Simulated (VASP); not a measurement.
SrTiO3, 10 atoms in the cell. The structure is orthorhombic, space group Imma (No. 74). Conventional cell: a = 5.503 Å, b = 7.782 Å, c = 5.503 Å, α = 90.00°, β = 90.00°, γ = 90.00°. Sr (site symmetry mm2) has 12 O at 2.50 to 3.00 Å and 8 Ti at 3.36 to 3.38 Å within 3.4 Å. Ti (site symmetry 2/m) has 6 O at 1.95 to 1.96 Å within 2.6 Å. Within 2.9 Å of O (site symmetry 2) lie 2 Ti at 1.95 Å and 6 O at 2.50 to 2.78 Å and 4 Sr at 2.63 to 2.88 Å. O (site symmetry mm2) has 2 Ti at 1.96 Å and 4 O at 2.50 Å and 1 Sr at 2.50 Å within 2.6 Å.  This cell differs from its parent crystal: atoms displaced along a vibrational mode.

* Program: VASP 6.6.1
* Task: single point
* Functional: PBEsol
* Potentials or basis: VASP PAW PBE potentials, release 64 (Sr_sv, Ti_sv, O)
* Cutoff: 520 eV
* k mesh: 6 × 6 × 6
* Occupations: gaussian, width 0.05 eV
* Spin: no spin polarisation
* Dipole correction: no
* Further INCAR settings: ALGO = Normal; EDIFF = 1e-07; NBANDS = 51

Potentials or basis: VASP PAW PBE potentials, release 64 (Sr_sv, Ti_sv, O).

Command:

```console
$ cat potpaw_PBE.64/Sr_sv/POTCAR potpaw_PBE.64/Ti_sv/POTCAR potpaw_PBE.64/O/POTCAR > POTCAR
$ mpirun -np 1 vasp_std > vasp.out
```

Hardware: 1 thread of Intel Xeon 8259CL, on a shared host.

**Question.** Estimate the wall time of this run.

**Answer.** Wall time 16 min on 1 thread of Intel Xeon 8259CL (shared host), peak memory 0.38 GiB. Counts: scf iterations 18, k points 46.
